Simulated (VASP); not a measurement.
The system is SiSnO4.

```
Sn Si O
1.0
     3.25136   -3.16286    0.00000
     3.25136    3.16286    0.00000
     0.00000    0.00000    2.97598
Sn Si O
1 1 4
Direct
  0.50000 0.50000 0.50000
  0.00000 0.00000 0.00000
  0.17660 0.17660 0.50000
  0.82340 0.82340 0.50000
  0.71927 0.28073 0.00000
  0.28073 0.71927 0.00000
```

* Program: VASP 6.6.1
* Task: relaxation of cell and atoms
* Functional: PBEsol
* Potentials or basis: VASP PAW PBE potentials, release 64 (Sn_d, Si, O)
* Cutoff: 600 eV
* k mesh: 6 × 6 × 8
* Occupations: fermi-dirac, width 0.02 eV
* Spin: no spin polarisation

At the start: pressure -5.9 GPa; volume 10.20 Å³/atom.

Q: How do energy, volume and symmetry change on relaxing?

A: Over 10 steps the energy falls by 4.9 meV/atom and the volume is 9.94 Å³/atom (-2.6 %); space group Cmmm (No. 65, to 0.05 Å).

The path:
```tsv
step	energy change (eV)	largest force (eV/Å)	pressure (GPa)	volume (Å³)
1	0.0000	0.0821	-5.89	61.21
2	0.0160	0.2584	8.09	57.94
3	-0.0282	0.0756	-0.08	59.72
4	-0.0282	0.0779	0.06	59.70
5	-0.0292	0.0123	0.11	59.62
6	-0.0292	0.0159	0.09	59.63
7	-0.0292	0.0134	-0.08	59.66
8	-0.0292	0.0059	-0.03	59.65
9	-0.0292	0.0043	-0.04	59.65
10	-0.0292	0.0016	0.04	59.64
```

Final structure:
```
Sn Si O
1.0
     3.21724   -3.13680    0.00000
     3.21724    3.13680    0.00000
     0.00000    0.00000    2.95488
Sn Si O
1 1 4
Direct
  0.50000 0.50000 0.50000
  0.00000 0.00000 0.00000
  0.17702 0.17702 0.50000
  0.82298 0.82298 0.50000
  0.71942 0.28058 0.00000
  0.28058 0.71942 0.00000
```

Caveat: the PAW data sets were made with another functional, which shifts forces and pressure a little.
